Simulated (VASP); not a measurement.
# Li (I4_1/amd) in VASP: a series of runs, part 2 of 3

VASP 6.6.1.

### 3 Single point, PBE (8.13 Å³/atom)

INCAR

```
PREC = Accurate
ENCUT = 520
EDIFF = 1E-6
ISMEAR = -1
SIGMA = 0.08
LREAL = F
LASPH = T
NELM = 80
ALGO = Normal
ISIF = 2
LWAVE = F
LCHARG = T
GGA = PE
LELF = T
LVHAR = T
NBANDS = 10
```

KPOINTS

```
Automatic mesh
0
Gamma
  15 15 15
```

POSCAR

```
Li
1.0
   -1.9072443311      1.9072443311      1.1174614573
    1.9072443311     -1.9072443311      1.1174614573
    1.9072443311      1.9072443311     -1.1174614573
Li
2
Direct
   -0.3750000000     -0.1250000000     -0.2500000000
    0.3750000000      0.1250000000      0.2500000000
```

Potentials or basis: VASP PAW PBE potentials, release 64 (Li_sv).

Command:

```console
$ cat potpaw_PBE.64/Li_sv/POTCAR > POTCAR
$ mpirun -np 1 vasp_std > vasp.out
```

OUTCAR:

```text
PREC = Accurate
   ENCUT = 520
   EDIFF = 1E-6
   ISMEAR = -1
   LREAL = F
   LASPH = T
   NELM = 80
   ISIF = 2
   GGA = PE

 ion  position               nearest neighbor table
   1  0.625  0.875  0.750-   2 1.99   2 1.99   2 1.99   2 1.99   2 2.54   2 2.54   2 2.54   2 2.54

   2  0.375  0.125  0.250-   1 1.99   1 1.99   1 1.99   1 1.99   1 2.54   1 2.54   1 2.54   1 2.54

  LATTYP: Found a body centered tetragonal cell.
 ALAT       =     3.8144886622
 C/A-ratio  =     0.5859036722

  Lattice vectors:

 A1 = (  -1.9072443311,   1.9072443311,   1.1174614573)
 A2 = (   1.9072443311,  -1.9072443311,   1.1174614573)
 A3 = (   1.9072443311,   1.9072443311,  -1.1174614573)

Analysis of symmetry for initial positions (statically):
=====================================================================
 Subroutine PRICEL returns:
 Original cell was already a primitive cell.

 Routine SETGRP: Setting up the symmetry group for a
 body centered tetragonal supercell.

 Subroutine GETGRP returns: Found 16 space group operations
 (whereof  4 operations were pure point group operations)
 out of a pool of 16 trial point group operations.

The static configuration has the point symmetry C_2h.
 The point group associated with its full space group is D_4h.

Analysis of symmetry for dynamics (positions and initial velocities):
=====================================================================
 Subroutine PRICEL returns:
 Original cell was already a primitive cell.

 Routine SETGRP: Setting up the symmetry group for a
 body centered tetragonal supercell.

 Subroutine GETGRP returns: Found 16 space group operations
 (whereof  4 operations were pure point group operations)
 out of a pool of 16 trial point group operations.

The dynamic configuration has the point symmetry C_2h.
 The point group associated with its full space group is D_4h.

 Subroutine INISYM returns: Found 16 space group operations
 (whereof  4 operations are pure point group operations),
 and found     1 'primitive' translations

----------------------------------------------------------------------------------------

                                     Primitive cell

  volume of cell :      16.2594

  direct lattice vectors                    reciprocal lattice vectors
    -1.907244331  1.907244331  1.117461457     0.000000000  0.262158336  0.447442725
     1.907244331 -1.907244331  1.117461457     0.262158336  0.000000000  0.447442725
     1.907244331  1.907244331 -1.117461457     0.262158336  0.262158336  0.000000000

  length of vectors
     2.919568801  2.919568801  2.919568801     0.518586527  0.518586527  0.370747874

  position of ions in fractional coordinates (direct lattice)
     0.625000000  0.875000000  0.750000000
     0.375000000  0.125000000  0.250000000

  ion indices of the primitive-cell ions
   primitive index   ion index
                 1           1
                 2           2

----------------------------------------------------------------------------------------

 KPOINTS: Automatic mesh

Automatic generation of k-mesh.
 Grid dimensions read from file:
[... 25 lines left out ...]
  0.200000  0.000000 -0.000000      8.000000
  0.266667  0.000000  0.000000      8.000000
  0.333333  0.000000  0.000000      8.000000
[... 16 lines left out ...]
  0.133333  0.133333  0.000000      8.000000
  0.200000  0.133333  0.000000     16.000000
 [... further k-points ...]
   k-points           NKPTS =    288   k-points in BZ     NKDIM =    288   number of bands    NBANDS=     10
   number of dos      NEDOS =    301   number of ions     NIONS =      2
   total plane-waves  NPLWV =  13824
   dimension x,y,z NGX =    24 NGY =   24 NGZ =   24
   dimension x,y,z NGXF=    48 NGYF=   48 NGZF=   48
   ions per type =               2
   NGX,Y,Z   is equivalent  to a cutoff of  13.67, 13.67, 13.67 a.u.
   NGXF,Y,Z  is equivalent  to a cutoff of  27.33, 27.33, 27.33 a.u.
 SYSTEM =  unknown system
   PREC   = accura    normal or accurate (medium, high low for compatibility)
   ISTART =      0    job   : 0-new  1-cont  2-samecut
   ICHARG =      2    charge: 1-file 2-atom 10-const
   ISPIN  =      1    spin polarized calculation?
   LNONCOLLINEAR =      F non collinear calculations
   LSORBIT =      F    spin-orbit coupling
   LASPH  =      T    aspherical Exc in radial PAW
   ENCUT  =  520.0 eV  38.22 Ry    6.18 a.u.   5.43  5.43  5.43*2*pi/ulx,y,z
   NELM   =     80;   NELMIN=  2; NELMDL= -5     # of ELM steps
   EDIFF  = 0.1E-05   stopping-criterion for ELM
   LREAL  =      F    real-space projection
   EDIFFG = 0.1E-04   stopping-criterion for IOM
   NSW    =      0    number of steps for IOM
   IBRION =     -1    ionic relax: 0-MD 1-quasi-New 2-CG
   NFREE  =      0    steps in history (QN), initial steepest desc. (CG)
   ISIF   =      2    stress and relaxation
   ISYM   =      2    0-nonsym 1-usesym 2-fastsym
   POTIM  = 0.5000    time-step for ionic-motion
   TEBEG  =    0.0;   TEEND  =   0.0 temperature during run
   PSTRESS=    0.0 pullay stress
   NELECT =       6.0000    total number of electrons
   NUPDOWN=      -1.0000    fix difference up-down
   EMIN   =  10.00;   EMAX   =-10.00  energy-range for DOS
   EFERMI =   0.00;   METHOD = LEGACY
   ISMEAR =    -1;   SIGMA  =   0.08  broadening in eV -4-tet -1-fermi 0-gaus
   EFERMI_NEDOS =   21; number of points for ismear=-14 and -15
   IALGO  =     38    algorithm
   IMIX   =      4    mixing-type and parameters
     AMIX     =   0.40;   BMIX     =  1.00
     AMIX_MAG =   1.60;   BMIX_MAG =  1.00
  volume/ion in A,a.u.               =       8.13        54.86
  Fermi-wavevector in a.u.,A,eV,Ry     =   1.174240  2.218992 18.760249  1.378839
  Thomas-Fermi vector in A             =   2.310640
   LORBIT       =      0    0 simple, 1 ext, 2 COOP (PROOUT), +10 PAW based schemes
   GGA     = PE    functional components
   LHFCALC =     F    Hartree Fock is set to
   AEXX    =    0.0000 exact exchange contribution
   IVDW    =     0    specifies the selected vdW correction
   LEPSILON=     F    determine dielectric tensor
   LRPA    =     F    only Hartree local field effects (RPA)
 non-spin polarized calculation
  energy-cutoff  :      520.00
  volume of cell :       16.26
 maximum number of plane-waves:       453
 NGX is ok and might be reduce to    24
   NGX = 11   NGY = 11   NGZ = 11

 number of electron       5.9999993 magnetization

 Free energy of the ion-electron system (eV)
  ---------------------------------------------------
  ext. energy  EPLUGINS =         0.00000000
  ---------------------------------------------------
  free energy    TOTEN  =        -1.59784334 eV

  energy without entropy =       -1.58469793  energy(sigma->0) =       -1.59127063

 E-fermi :   4.2409     XC(G=0):  -9.6901

 val. band max:        4.2399940310   @ k =   0.2667   0.2667   0.0000
 cond. band min:       4.2605643231   @ k =   0.2667   0.2000   0.1333
 fundamental gap:      0.0205702921
 Fermi energy:         4.2409303942

 k-point     1 :       0.0000    0.0000    0.0000
  band No.  band energies     occupation
      1     -41.7667      2.00000
      2     -40.9533      2.00000
      3       0.5271      2.00000
      4      11.7822      0.00000
      5      11.7823      0.00000
      6      15.3534      0.00000
      7      23.3755      0.00000
      8      27.6215      0.00000
      9      27.6912      0.00000
     10      29.0414      0.00000
[... 287 lines left out ...]
 k-point    24 :       0.2000    0.1333    0.0000
  band No.  band energies     occupation
      1     -41.5049      2.00000
      2     -40.9725      2.00000
      3       2.0375      2.00000
      4      11.2200      0.00000
      5      13.6689      0.00000
      6      14.4239      0.00000
      7      17.4402      0.00000
      8      19.3851      0.00000
      9      21.5361      0.00000
     10      23.5802      0.00000

 [... further k-points ...]

------------------------ aborting loop because EDIFF is reached ----------------------------------------

  FORCE on cell =-STRESS in cart. coord.  units (eV):
  Direction    XX          YY          ZZ          XY          YZ          ZX
  --------------------------------------------------------------------------------------
  -------------------------------------------------------------------------------------
  Total        5.3674245      5.3674245      5.4394143      0.0000000      0.0000000      0.0000000
  in kB      528.8972618    528.8972618    535.9910196      0.0000000      0.0000000      0.0000000
  external PRESSURE =     531.2618478 kB  Pullay stress =       0.0000000 kB

 VOLUME and BASIS-vectors are now :
 -----------------------------------------------------------------------------
  energy-cutoff  :      520.00
  volume of cell :       16.26
      direct lattice vectors                 reciprocal lattice vectors
    -1.907244331  1.907244331  1.117461457     0.000000000  0.262158336  0.447442725
     1.907244331 -1.907244331  1.117461457     0.262158336  0.000000000  0.447442725
     1.907244331  1.907244331 -1.117461457     0.262158336  0.262158336  0.000000000

 POSITION                                       TOTAL-FORCE (eV/Angst)
 -----------------------------------------------------------------------------------
      1.90724      0.95362      0.83810         0.000000      0.000000     -0.000000
      0.00000      0.95362      0.27937        -0.000000     -0.000000      0.000000
 -----------------------------------------------------------------------------------
    total drift:                               -0.000000      0.000000      0.000000

  FREE ENERGIE OF THE ION-ELECTRON SYSTEM (eV)
  ---------------------------------------------------
  free  energy   TOTEN  =        -1.5978433386 eV

  energy  without entropy=       -1.5846979296  energy(sigma->0) =       -1.59127063
```

OSZICAR:

```text
N       E                     dE             d eps       ncg     rms          rms(c)
DAV:   1     0.227887016269E+02    0.22789E+02   -0.32568E+03  5808   0.656E+02
DAV:   2    -0.620685232679E+00   -0.23409E+02   -0.22115E+02  8518   0.118E+02
DAV:   3    -0.150210585103E+01   -0.88142E+00   -0.86120E+00  7424   0.238E+01
DAV:   4    -0.153057367543E+01   -0.28468E-01   -0.28314E-01  7850   0.247E+00
DAV:   5    -0.153074522746E+01   -0.17155E-03   -0.17154E-03  7170   0.165E-01    0.184E+00
DAV:   6    -0.156718921859E+01   -0.36444E-01   -0.97707E-03  7092   0.541E-01    0.119E+00
DAV:   7    -0.159776452002E+01   -0.30575E-01   -0.43574E-02  5900   0.117E+00    0.103E-01
DAV:   8    -0.159782842850E+01   -0.63908E-04   -0.80000E-04  7598   0.216E-01    0.170E-02
DAV:   9    -0.159784235026E+01   -0.13922E-04   -0.41145E-05  6842   0.674E-02    0.258E-03
DAV:  10    -0.159784369075E+01   -0.13405E-05   -0.36478E-06  8376   0.131E-02    0.332E-03
DAV:  11    -0.159784333859E+01    0.35215E-06   -0.96161E-07  6316   0.777E-03
   1 F= -.15978433E+01 E0= -.15912706E+01  d E =-.131454E-01
```

Run time: 19 s. Hardware: 1 thread of Intel Xeon 6975P-C (Granite Rapids), shared host; peak memory 0.15 GiB.

Results:

```yaml
Free_energy: -1.5978 eV
Band_gap_on_the_k_mesh: zero (bands 3 and 4 overlap by 3.33 eV)
```

Caveat: the cutoff is under 1.25 times the usual one of these potentials, so pressure, stress and relaxed cells hold a basis-set (Pulay) error.

### 4 Single point, PBE

This run uses another cell than the first one, of 10.16 Å³/atom.

INCAR

```
PREC = Accurate
ENCUT = 520
EDIFF = 1E-7
ISMEAR = -1
SIGMA = 0.08
LREAL = False
LASPH = True
NELM = 80
ALGO = Normal
ISIF = 2
LWAVE = False
LCHARG = False
GGA = PE
NBANDS = 10
```

KPOINTS is that of step 3.

POSCAR

```
Li
1.0
   -2.0887067275      2.0887067275      1.1646630573
    2.0887067275     -2.0887067275      1.1646630573
    2.0887067275      2.0887067275     -1.1646630573
Li
2
Direct
   -0.3750000000     -0.1250000000     -0.2500000000
    0.3750000000      0.1250000000      0.2500000000
```

Command:

```console
$ cat potpaw_PBE.64/Li_sv/POTCAR > POTCAR
$ mpirun -np 1 vasp_std > vasp.out
```

Run time: 17 s. Hardware: 1 thread of Intel Xeon 6975P-C (Granite Rapids), shared host; peak memory 0.16 GiB.

Results (log left out):

```yaml
Free_energy: -2.5952 eV
Band_gap_on_the_k_mesh: zero (bands 3 and 4 overlap by 3.40 eV)
```

Levels at points of the mesh, in eV from the Fermi level:
| k point | band 1 | band 2 | band 3 | band 4 | band 5 | band 6 |
| --- | --- | --- | --- | --- | --- | --- |
| (0.00, 0.00, 0.00) | -45.98 | -45.57 | -3.98 | 6.00 | 6.00 | 9.23 |

Caveat: the cutoff is under 1.25 times the usual one of these potentials, so pressure, stress and relaxed cells hold a basis-set (Pulay) error.

(Part 2 of 3 ends here.)
